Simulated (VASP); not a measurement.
RbCaH3: single point with LDA

Crystal: RbCaH3.

```
Rb Ca H
1.0
     5.24913    0.00000    0.00000
     0.00000    5.24913    0.00000
     0.00000    0.00000    3.41193
Rb Ca H
1 1 3
Direct
  0.00000 0.00000 0.00000
  0.50000 0.50000 0.50000
  0.00000 0.50000 0.50000
  0.50000 0.00000 0.50000
  0.50000 0.50000 0.00000
```

This cell differs from its parent crystal: ratio of the length along z to the lengths across it x 0.65, volume and fractional coordinates fixed.

| Property | Result |
| --- | --- |
| Program | VASP 6.6.1 |
| Task | single point |
| Functional | LDA |
| Potentials or basis | VASP PAW LDA potentials, release 64 (Rb_sv, Ca_sv, H) |
| Cutoff | 520 eV |
| k mesh | 6 × 6 × 6 |
| Occupations | gaussian, width 0.05 eV |
| Spin | no spin polarisation |
| Dipole correction | no |
| Further INCAR settings | ALGO = Normal; EDIFF = 1e-06; NBANDS = 19 |

- Pressure: 4.0 GPa
- Band gap on the k mesh: 1.81 eV (least direct gap 2.01 eV)

Stress tensor (GPa, compression positive):
```
-6.28  0.00  0.00
 0.00 -6.28  0.00
 0.00  0.00 24.41
```

Levels at points of the mesh, in eV from the valence-band top:
| k point | band 9 | band 10 | band 11 | band 12 | band 13 | band 14 |
| --- | --- | --- | --- | --- | --- | --- |
| (0.00, 0.00, 0.00) | -4.06 | -2.04 | -1.52 | 3.83 | 4.51 | 4.51 |
| (0.50, 0.00, 0.00) | -3.59 | -1.99 | -1.40 | 3.71 | 3.78 | 3.96 |
| (0.50, 0.50, 0.00) | -3.50 | -1.27 | -1.27 | 1.81 | 2.49 | 4.74 |
| (0.00, 0.00, 0.50) | -1.29 | -0.40 | -0.33 | 3.36 | 3.36 | 4.05 |
| (0.50, 0.00, 0.50) | -1.32 | -0.40 | 0.00 | 2.01 | 3.05 | 3.44 |
| (0.50, 0.50, 0.50) | -0.84 | -0.84 | 0.00 | 2.69 | 2.69 | 4.20 |

Wall time 110 s on 1 thread of Intel Xeon 8259CL, on a shared host, peak memory 0.22 GiB.

Caveat: the stress differs along the axes, from -6 to 24 GPa. A k mesh can miss the band edges.
